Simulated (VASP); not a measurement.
# CoW3 (Pm-3m) in VASP: a series of runs

Runs on CoW3. Level: PBEsol. Tasks: single point.

All numbers are computed with VASP 6.6.1; they aren't measurements. Logs are shortened: lines on timing, memory, paths and dates and some standing lists are left out, and cuts for length are marked.

## Step 1: The cell of the first run

Symmetry: Pm-3m, No. 221, cubic system. Conventional cell: a = 3.907 Å, b = 3.907 Å, c = 3.907 Å, α = 90.00°, β = 90.00°, γ = 90.00°. W (site symmetry 4/mmm) has 8 W at 2.76 Å and 4 Co at 2.76 Å within 3.6 Å. Co (site symmetry m-3m) has 12 W at 2.76 Å within 3.6 Å.

## Step 2: Single point, PBEsol, collinear spin, ferromagnetic start

Input file INCAR:

```
SYSTEM = CoW3
ALGO     = Normal         ! electronic algorithm
EDIFF    = 1E-6           ! SCF threshold, eV
ENCUT    = 600            ! plane-wave cutoff, eV
GGA      = PS             ! functional
GGA_COMPAT= .False.      
ISIF     = 2              ! what is computed and relaxed
ISMEAR   = -1             ! smearing method
ISPIN    = 2              ! spin polarisation
LASPH    = .True.         ! aspherical terms in the spheres
LCHARG   = .False.        ! write CHGCAR
LMAXMIX  = 4              ! l up to which the mixer works
LORBIT   = 11             ! projections on sites
LREAL    = .False.        ! projectors in reciprocal space
LWAVE    = .False.        ! write WAVECAR
MAGMOM   = 0 0 0 2        ! initial moments
NBANDS   = 38             ! bands
NELM     = 200            ! most SCF steps
NUPDOWN  = 2.0            ! fixed moment
PREC     = Accurate       ! precision mode
SIGMA    = 0.05           ! smearing width, eV
```

Input file KPOINTS:

```
k-points
0
Gamma
  6 6 6
  0 0 0
```

Input file POSCAR:

```
CoW3
1.0
    3.9073510000      0.0000000000      0.0000000000
    0.0000000000      3.9073510000      0.0000000000
    0.0000000000      0.0000000000      3.9073510000
W Co
3 1
Direct
    0.5000000000      0.5000000000      0.0000000000
    0.5000000000      0.0000000000      0.5000000000
    0.0000000000      0.5000000000      0.5000000000
    0.0000000000      0.0000000000      0.0000000000
```

Potentials or basis: VASP PAW PBE potentials, release 64 (W_sv, Co).

Started as:

```
> cat potpaw_PBE.64/W_sv/POTCAR potpaw_PBE.64/Co/POTCAR > POTCAR
> mpirun -np 1 vasp_std > vasp.out
```

OUTCAR:

```text
SYSTEM = CoW3
   EDIFF = 1E-6
   ENCUT = 600
   GGA = PS
   ISIF = 2
   ISMEAR = -1
   ISPIN = 2
   LASPH = .True.
   LORBIT = 11
   LREAL = .False.
   NELM = 200
   NUPDOWN = 2.0
   PREC = Accurate

 ion  position               nearest neighbor table
   1  0.500  0.500  0.000-   2 2.76   3 2.76   4 2.76   2 2.76   3 2.76   2 2.76   4 2.76   2 2.76
                             3 2.76   4 2.76   3 2.76   4 2.76
   2  0.500  0.000  0.500-   1 2.76   3 2.76   4 2.76   1 2.76   4 2.76   1 2.76   3 2.76   1 2.76
                             3 2.76   4 2.76   4 2.76   3 2.76
   3  0.000  0.500  0.500-   1 2.76   2 2.76   4 2.76   1 2.76   4 2.76   2 2.76   4 2.76   4 2.76
                             1 2.76   2 2.76   1 2.76   2 2.76
   4  0.000  0.000  0.000-   1 2.76   2 2.76   3 2.76   2 2.76   3 2.76   1 2.76   3 2.76   3 2.76
                             1 2.76   2 2.76   2 2.76   1 2.76

  LATTYP: Found a simple cubic cell.
 ALAT       =     3.9073510000

  Lattice vectors:

 A1 = (   3.9073510000,   0.0000000000,   0.0000000000)
 A2 = (   0.0000000000,   3.9073510000,   0.0000000000)
 A3 = (   0.0000000000,   0.0000000000,   3.9073510000)

Analysis of symmetry for initial positions (statically):
=====================================================================
 Subroutine PRICEL returns:
 Original cell was already a primitive cell.

 Routine SETGRP: Setting up the symmetry group for a
 simple cubic supercell.

 Subroutine GETGRP returns: Found 48 space group operations
 (whereof 48 operations were pure point group operations)
 out of a pool of 48 trial point group operations.

The static configuration has the point symmetry O_h .

Analysis of symmetry for dynamics (positions and initial velocities):
=====================================================================
 Subroutine PRICEL returns:
 Original cell was already a primitive cell.

 Routine SETGRP: Setting up the symmetry group for a
 simple cubic supercell.

 Subroutine GETGRP returns: Found 48 space group operations
 (whereof 48 operations were pure point group operations)
 out of a pool of 48 trial point group operations.

The dynamic configuration has the point symmetry O_h .

Analysis of structural, dynamic, and magnetic symmetry:
=====================================================================
 Subroutine PRICEL returns:
 Original cell was already a primitive cell.

 Routine SETGRP: Setting up the symmetry group for a
 simple cubic supercell.

 Subroutine GETGRP returns: Found 48 space group operations
 (whereof 48 operations were pure point group operations)
 out of a pool of 48 trial point group operations.

The overall configuration has the point symmetry O_h .

 Subroutine INISYM returns: Found 48 space group operations
 (whereof 48 operations are pure point group operations),
 and found     1 'primitive' translations

----------------------------------------------------------------------------------------

                                     Primitive cell

  volume of cell :      59.6551

  direct lattice vectors                    reciprocal lattice vectors
     3.907351000  0.000000000  0.000000000     0.255927865  0.000000000  0.000000000
     0.000000000  3.907351000  0.000000000     0.000000000  0.255927865  0.000000000
     0.000000000  0.000000000  3.907351000     0.000000000  0.000000000  0.255927865

  length of vectors
     3.907351000  3.907351000  3.907351000     0.255927865  0.255927865  0.255927865

  position of ions in fractional coordinates (direct lattice)
     0.500000000  0.500000000  0.000000000
     0.500000000  0.000000000  0.500000000
     0.000000000  0.500000000  0.500000000
     0.000000000  0.000000000  0.000000000

  ion indices of the primitive-cell ions
   primitive index   ion index
                 1           1
                 2           2
                 3           3
                 4           4

----------------------------------------------------------------------------------------

 KPOINTS: k-points

Automatic generation of k-mesh.
 Grid dimensions read from file:
 generate k-points for:    6    6    6

 Generating k-lattice:

  Cartesian coordinates                     Fractional coordinates (reciprocal lattice)
     0.042654644  0.000000000  0.000000000     0.166666667  0.000000000  0.000000000
     0.000000000  0.042654644  0.000000000     0.000000000  0.166666667  0.000000000
     0.000000000  0.000000000  0.042654644     0.000000000  0.000000000  0.166666667

  Length of vectors
     0.042654644  0.042654644  0.042654644

  Shift w.r.t. Gamma in fractional coordinates (k-lattice)
     0.000000000  0.000000000  0.000000000

 Subroutine IBZKPT returns following result:
 ===========================================

 Found     20 irreducible k-points:

 Following reciprocal coordinates:
            Coordinates               Weight
  0.000000  0.000000  0.000000      1.000000
  0.166667  0.000000  0.000000      6.000000
  0.333333  0.000000  0.000000      6.000000
  0.500000  0.000000  0.000000      3.000000
  0.166667  0.166667  0.000000     12.000000
  0.333333  0.166667  0.000000     24.000000
[... 12 lines left out ...]
  0.500000  0.500000  0.333333      6.000000
  0.500000  0.500000  0.500000      1.000000
   k-points           NKPTS =     20   k-points in BZ     NKDIM =     20   number of bands    NBANDS=     38
   number of dos      NEDOS =    301   number of ions     NIONS =      4
   total plane-waves  NPLWV =  32768
   dimension x,y,z NGX =    32 NGY =   32 NGZ =   32
   dimension x,y,z NGXF=    64 NGYF=   64 NGZF=   64
   ions per type =               3   1
   NGX,Y,Z   is equivalent  to a cutoff of  13.62, 13.62, 13.62 a.u.
   NGXF,Y,Z  is equivalent  to a cutoff of  27.23, 27.23, 27.23 a.u.
 SYSTEM =  CoW3
   PREC   = accura    normal or accurate (medium, high low for compatibility)
   ISTART =      0    job   : 0-new  1-cont  2-samecut
   ICHARG =      2    charge: 1-file 2-atom 10-const
   ISPIN  =      2    spin polarized calculation?
   LNONCOLLINEAR =      F non collinear calculations
   LSORBIT =      F    spin-orbit coupling
   LASPH  =      T    aspherical Exc in radial PAW
   ENCUT  =  600.0 eV  44.10 Ry    6.64 a.u.   7.80  7.80  7.80*2*pi/ulx,y,z
   NELM   =    200;   NELMIN=  2; NELMDL= -5     # of ELM steps
   EDIFF  = 0.1E-05   stopping-criterion for ELM
   LREAL  =      F    real-space projection
   EDIFFG = 0.1E-04   stopping-criterion for IOM
   NSW    =      0    number of steps for IOM
   IBRION =     -1    ionic relax: 0-MD 1-quasi-New 2-CG
   NFREE  =      0    steps in history (QN), initial steepest desc. (CG)
   ISIF   =      2    stress and relaxation
   ISYM   =      2    0-nonsym 1-usesym 2-fastsym
   POTIM  = 0.5000    time-step for ionic-motion
   TEBEG  =    0.0;   TEEND  =   0.0 temperature during run
   PSTRESS=    0.0 pullay stress
   NELECT =      51.0000    total number of electrons
   NUPDOWN=       2.0000    fix difference up-down
   EMIN   =  10.00;   EMAX   =-10.00  energy-range for DOS
   EFERMI =   0.00;   METHOD = LEGACY
   ISMEAR =    -1;   SIGMA  =   0.05  broadening in eV -4-tet -1-fermi 0-gaus
   EFERMI_NEDOS =   21; number of points for ismear=-14 and -15
   IALGO  =     38    algorithm
   IMIX   =      4    mixing-type and parameters
     AMIX     =   0.40;   BMIX     =  1.00
     AMIX_MAG =   1.60;   BMIX_MAG =  1.00
  volume/ion in A,a.u.               =      14.91       100.64
  Fermi-wavevector in a.u.,A,eV,Ry     =   1.553755  2.936171 32.846556  2.414154
  Thomas-Fermi vector in A             =   2.657940
   LORBIT       =     11    0 simple, 1 ext, 2 COOP (PROOUT), +10 PAW based schemes
   GGA     = PS    functional components
   LHFCALC =     F    Hartree Fock is set to
   AEXX    =    0.0000 exact exchange contribution
   IVDW    =     0    specifies the selected vdW correction
   LEPSILON=     F    determine dielectric tensor
   LRPA    =     F    only Hartree local field effects (RPA)
 spin polarized calculation
  energy-cutoff  :      600.00
  volume of cell :       59.66
 maximum number of plane-waves:      2011
 NGX is ok and might be reduce to    32
   NGX = 15   NGY = 15   NGZ = 15

 number of electron      51.0000021 magnetization       2.0000003

 Free energy of the ion-electron system (eV)
  ---------------------------------------------------
  ext. energy  EPLUGINS =         0.00000000
  ---------------------------------------------------
  free energy    TOTEN  =       -47.93268616 eV

  energy without entropy =      -47.90538642  energy(sigma->0) =      -47.91903629

 E-fermi :  10.1317     XC(G=0): -13.5921

 val. band max:       10.6139483548   @ k =   0.1667   0.1667   0.0000
 cond. band min:      10.1359244546   @ k =   0.5000   0.5000   0.3333
 fundamental gap:     -0.4780239002
 Fermi energy:        10.6283554224

 spin component 1

 k-point     1 :       0.0000    0.0000    0.0000
  band No.  band energies     occupation
      1     -63.3576      1.00000
      2     -63.1968      1.00000
      3     -63.1968      1.00000
      4     -28.0485      1.00000
      5     -28.0485      1.00000
      6     -28.0485      1.00000
[... 29 lines left out ...]
     36      16.7823      0.00000
     37      21.4331      0.00000

 k-point     2 :       0.1667    0.0000    0.0000
  band No.  band energies     occupation
      1     -63.3481      1.00000
      2     -63.2064      1.00000
      3     -63.1968      1.00000
      4     -28.0110      1.00000
      5     -28.0110      1.00000
      6     -27.9890      1.00000
[... 29 lines left out ...]
     36      16.9607      0.00000
     37      20.0093      0.00000
[... 678 lines left out ...]
     36      16.3003      0.00000
     37      20.2130      0.00000

 k-point    20 :       0.5000    0.5000    0.5000
  band No.  band energies     occupation
      1     -63.2497      1.00000
      2     -63.2497      1.00000
      3     -63.2497      1.00000
      4     -28.4056      1.00000
      5     -27.9547      1.00000
      6     -27.9547      1.00000
[... 29 lines left out ...]
     36      15.9438      0.00000
     37      19.9943      0.00000
 Fermi energy:        10.1317040175

 spin component 2

 k-point     1 :       0.0000    0.0000    0.0000
  band No.  band energies     occupation
      1     -63.2634      1.00000
      2     -63.1038      1.00000
      3     -63.1038      1.00000
      4     -27.9200      1.00000
      5     -27.9200      1.00000
      6     -27.9200      1.00000
[... 29 lines left out ...]
     36      16.9659      0.00000
     37      21.6445      0.00000

 k-point     2 :       0.1667    0.0000    0.0000
  band No.  band energies     occupation
      1     -63.2539      1.00000
      2     -63.1133      1.00000
      3     -63.1038      1.00000
      4     -27.8827      1.00000
      5     -27.8827      1.00000
      6     -27.8610      1.00000
[... 29 lines left out ...]
     36      17.1503      0.00000
     37      20.2846      0.00000
[... 678 lines left out ...]
     36      16.4965      0.00000
     37      20.4917      0.00000

 k-point    20 :       0.5000    0.5000    0.5000
  band No.  band energies     occupation
      1     -63.1563      1.00000
      2     -63.1563      1.00000
      3     -63.1563      1.00000
      4     -28.2730      1.00000
      5     -27.8287      1.00000
      6     -27.8287      1.00000
[... 29 lines left out ...]
     36      16.1430      0.00000
     37      20.2789      0.00000
 [bands above 37 left out]

------------------------ aborting loop because EDIFF is reached ----------------------------------------

  FORCE on cell =-STRESS in cart. coord.  units (eV):
  Direction    XX          YY          ZZ          XY          YZ          ZX
  --------------------------------------------------------------------------------------
  -------------------------------------------------------------------------------------
  Total       -2.8025255     -2.8025255     -2.8025255      0.0000000     -0.0000000      0.0000000
  in kB      -75.2684332    -75.2684332    -75.2684332      0.0000000     -0.0000000      0.0000000
  external PRESSURE =     -75.2684332 kB  Pullay stress =       0.0000000 kB

 VOLUME and BASIS-vectors are now :
 -----------------------------------------------------------------------------
  energy-cutoff  :      600.00
  volume of cell :       59.66
      direct lattice vectors                 reciprocal lattice vectors
     3.907351000  0.000000000  0.000000000     0.255927865  0.000000000  0.000000000
     0.000000000  3.907351000  0.000000000     0.000000000  0.255927865  0.000000000
     0.000000000  0.000000000  3.907351000     0.000000000  0.000000000  0.255927865

 POSITION                                       TOTAL-FORCE (eV/Angst)
 -----------------------------------------------------------------------------------
      1.95368      1.95368      0.00000         0.000000      0.000000      0.000000
      1.95368      0.00000      1.95368         0.000000      0.000000      0.000000
      0.00000      1.95368      1.95368         0.000000      0.000000      0.000000
      0.00000      0.00000      0.00000         0.000000      0.000000      0.000000
 -----------------------------------------------------------------------------------
    total drift:                                0.000000     -0.000000     -0.000000

  FREE ENERGIE OF THE ION-ELECTRON SYSTEM (eV)
  ---------------------------------------------------
  free  energy   TOTEN  =       -47.9326861588 eV

  energy  without entropy=      -47.9053864224  energy(sigma->0) =      -47.91903629

 total charge

# of ion       s       p       d       tot
------------------------------------------
    1        2.416   6.305   3.367  12.088
    2        2.416   6.305   3.367  12.088
    3        2.416   6.305   3.367  12.088
    4        0.467   0.551   7.242   8.260
--------------------------------------------------
tot          7.716  19.464  17.343  44.523

 magnetization (x)

# of ion       s       p       d       tot
------------------------------------------
    1        0.002   0.012   0.201   0.215
    2        0.002   0.012   0.201   0.215
    3        0.002   0.012   0.201   0.215
    4        0.004   0.028   1.178   1.209
--------------------------------------------------
tot          0.009   0.064   1.782   1.854
```

It took 2.8 min on 1 thread of Oxide Virtual Turin-like, shared host; peak memory 0.22 GiB.

Results:

```
Free energy                                           : -47.9327 eV
Pressure                                              : -7.5 GPa
Net moment                                            : 2.00 μB per cell
Site moments                                          : W +0.21; Co +1.21 μB
Valence electrons inside the program's atomic spheres : W 12.09; Co 8.26
```

Caveat: the cell stands under tension; the PAW data sets were made with another functional, which shifts forces and pressure a little; spin-orbit coupling is left out, which moves the levels of the heavy elements; the total moment is fixed, so each spin has its own Fermi level and the state may be an excited one.

[end of part 1 of 2]
